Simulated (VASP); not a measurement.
Slab: MoS2, a slab with vacuum.

```xyz
3
Lattice="3.1841 0.0000 0.0000 -1.5921 2.7575 0.0000 0.0000 0.0000 17.3346" Properties=species:S:1:pos:R:3 pbc="T T T"
Mo    0.0000    0.0000    0.0000
S     0.0000    1.8384   15.7833
S     0.0000    1.8384    1.5513
```

Base run:

| Item | Value |
| --- | --- |
| Program | VASP 6.6.1 |
| Functional | r2SCAN |
| Potentials or basis | VASP PAW PBE potentials, release 64 (Mo_sv, S) |
| Cutoff | 520 eV |
| k mesh | 12 × 12 × 2 |
| Occupations | gaussian, width 0.01 eV |
| Spin | no spin polarisation |

Its results: band gap on the k mesh 1.68 eV, indirect (least direct gap 1.77 eV); largest force 0.022 eV/Å.

Q: The run is repeated on the same cell with these changes: functional from r2SCAN to PBEsol. What comes out?

A: Band gap on the k mesh 1.59 eV, indirect (least direct gap 1.66 eV); largest force 0.146 eV/Å.

Caveats: the PAW data sets were made with another functional, which shifts forces and pressure a little.

A k mesh can miss the band edges.
